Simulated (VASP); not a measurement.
## Li: single point with PBEsol

Li:

```
CELL_PARAMETERS angstrom
0.00000 2.16683 2.16683
2.16683 0.00000 2.16683
2.16683 2.16683 0.00000
ATOMIC_POSITIONS crystal
Li 0.00000 0.00000 0.00000
```

| Item | Value |
| --- | --- |
| Program | VASP 6.6.1 |
| Task | single point |
| Functional | PBEsol |
| Potentials or basis | VASP PAW PBE potentials, release 64 (Li_sv) |
| Cutoff | 750 eV |
| k mesh | 8 × 8 × 8 |
| Occupations | gaussian, width 0.1 eV |
| Spin | no spin polarisation |
| Dipole correction | no |
| Further INCAR settings | ALGO = Normal; EDIFF = 1e-06; NBANDS = 8 |

```yaml
Pressure: -0.2 GPa
```

Levels at points of the mesh, in eV from the Fermi level:
```csv
k point,band 1,band 2,band 3,band 4,band 5,band 6
"(0.00, 0.00, 0.00)",-45.75,-3.41,14.49,14.49,14.49,18.33
"(0.50, 0.00, 0.00)",-45.73,0.14,3.06,12.77,12.77,16.68
"(0.50, 0.50, 0.00)",-45.73,1.68,4.85,8.58,8.58,10.75
```

It took 4.9 s on 1 thread of Intel(R) Xeon(R) Platinum 8559C (Emerald Rapids) (shared host), peak memory 0.14 GiB.

Caveat: the PAW data sets were made with another functional, which shifts forces and pressure a little.
